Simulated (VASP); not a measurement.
CdSe: single point with PBE

CdSe:

```
Cd Se
1.0
     0.00000    3.07027    3.07027
     3.07027    0.00000    3.07027
     3.07027    3.07027    0.00000
Cd Se
1 1
Direct
  0.00000 0.00000 0.00000
  0.70769 0.76410 0.76410
```

This cell differs from its parent crystal: all Se atoms moved +0.150 Å, as atom 2 towards its neighbour atom 1 (Cd) at 2.659 Å.

```json
{"Program": "VASP 6.6.1", "Task": "single point", "Functional": "PBE", "Potentials or basis": "VASP PAW PBE potentials, release 64 (Cd, Se)", "Cutoff": "520 eV", "k mesh": "10 × 10 × 10", "Occupations": "gaussian, width 0.05 eV", "Spin": "no spin polarisation", "Dipole correction": "no", "Further INCAR settings": "ALGO = Normal; EDIFF = 1e-06; NBANDS = 16"}
```

| Property | Result |
| --- | --- |
| Pressure | 2.1 GPa |
| Largest force | 0.950 eV/Å |
| Band gap on the k mesh | 0.52 eV, direct |

Forces in eV/Å, atoms in the order of the input:
```
Cd   0.549 -0.549 -0.549
Se  -0.549  0.549  0.549
```

Stress tensor (GPa, compression positive):
```
 2.09 -1.89 -1.89
-1.89  2.09  1.89
-1.89  1.89  2.09
```

Levels at points of the mesh, in eV from the valence-band top:
```csv
k point,band 6,band 7,band 8,band 9,band 10,band 11,band 12,band 13
"(0.00, 0.00, 0.00)",-7.58,-0.20,0.00,0.00,0.52,5.84,5.84,6.06
"(0.50, 0.00, 0.00)",-7.34,-4.56,-0.83,-0.83,2.54,6.51,6.51,7.41
"(0.00, 0.50, 0.00)",-7.29,-4.17,-0.91,-0.56,2.24,6.00,6.70,7.23
"(0.50, 0.50, 0.00)",-7.24,-4.01,-1.80,-1.79,3.08,3.71,8.91,9.86
```

Run time: 3.3 min on 1 thread of AMD EPYC 7R13, on a shared host, peak memory 0.23 GiB.

Caveat: the cell differs from its parent crystal (all Se atoms moved +0.150 Å, as atom 2 towards its neighbour atom 1 (Cd) at 2.659 Å).
